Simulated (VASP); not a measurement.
Wanted: the native input for a VASP 6.6.1 run.

* Task: single point
* Functional: PBE
* Potentials or basis: VASP PAW PBE potentials, release 64 (As)
* Cutoff: 500 eV
* k mesh: 2 × 2 × 2, shifted
* Occupations: gaussian, width 0.1 eV
* Spin: no spin polarisation
* Dipole correction: no
* Further INCAR settings: ALGO = Normal; EDIFF = 1e-06; NBANDS = 12

The structure of As lies in POSCAR:

```
As
1.0
    1.8797494575      1.0852738553      3.4857700000
   -1.8797494575      1.0852738553      3.4857700000
    0.0000000000     -2.1705477106      3.4857700000
As
2
Direct
    0.3575400000      0.5955400000      0.5945400000
    0.9024600000      1.1404600000      1.1394600000
```

One way to write it, as run:

INCAR

```
SYSTEM = As
PREC = Accurate ; ENCUT = 500
EDIFF = 1E-6 ; ISMEAR = 0
SIGMA = 0.1 ; LREAL = .False.
LASPH = .True. ; NELM = 120
ALGO = Normal ; ISIF = 2
LWAVE = .False. ; LCHARG = .False.
GGA = PE ; NBANDS = 12
GGA_COMPAT = .False.
```

KPOINTS

```
Automatic mesh
0
Gamma
  2 2 2
  0.25 0.25 0.25
```

Potentials or basis: VASP PAW PBE potentials, release 64 (As).

The run is started by

```bash
$ cat potpaw_PBE.64/As/POTCAR > POTCAR
$ mpirun -np 1 vasp_std > vasp.out
```

Results of the run:

| Property | Result |
| --- | --- |
| Pressure | 10.6 GPa |
| Largest force | 0.650 eV/Å |
| Band gap on the k mesh | 1.46 eV, direct |

Caveat: the k points lie up to 1.01 Å⁻¹ apart.

Wall time 13 s on 1 thread of Intel Xeon 8259CL, on a shared host, peak memory 0.15 GiB.
